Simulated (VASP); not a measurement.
Input of a VASP 6.6.1 run:

The input INCAR:

```
  PREC = Accurate
  ENCUT = 520
  EDIFF = 1E-7
  ISMEAR = 0
  SIGMA = 0.05
  LREAL = F
  LASPH = T
  NELM = 100
  ALGO = Normal
  ISIF = 2
  LWAVE = F
  LCHARG = F
  LDIPOL = T
  IDIPOL = 3
  DIPOL = 0.5 0.5 0.500
  GGA = PS
  NBANDS = 46
```

Contents of KPOINTS:

```
Automatic mesh
0
Gamma
  9 9 1
```

POSCAR

```
GaAs
1.0
    4.0010046537      0.0000000000      0.0000000000
   -2.0005023269      3.4649716708      0.0000000000
    0.0000000000      0.0000000000     25.6171215152
As Ga
4 4
Direct
    0.0000000000      0.0000000000      0.2927729408
    0.3333333333      0.6666666667      0.4202972849
    0.6666666667      0.3333333333      0.5478216291
    0.0000000000      0.0000000000      0.6753459732
    0.3333333333      0.6666666667      0.3246540268
    0.6666666667      0.3333333333      0.4521783709
    0.0000000000      0.0000000000      0.5797027151
    0.3333333333      0.6666666667      0.7072270592
```

Potentials or basis: VASP PAW PBE potentials, release 64 (As, Ga_d).

Command:

```bash
$ cat potpaw_PBE.64/As/POTCAR potpaw_PBE.64/Ga_d/POTCAR > POTCAR
$ mpirun -np 1 vasp_std > vasp.out
```

**Question.** What does it give for the band gap on the k mesh?

**Answer.** Zero (bands 36 and 37 overlap by 0.33 eV).

**Question.** Estimate the largest force.

**Answer.** 0.626 eV/Å.

Forces in eV/Å, atoms in the order of the input:
```
As   0.000  0.000 -0.129
As   0.000  0.000  0.462
As   0.000  0.000  0.333
As   0.000  0.000  0.626
Ga   0.000  0.000 -0.275
Ga   0.000  0.000 -0.335
Ga   0.000  0.000 -0.460
Ga   0.000  0.000 -0.222
```

Caveat: the PAW data sets were made with another functional, which shifts forces and pressure a little.
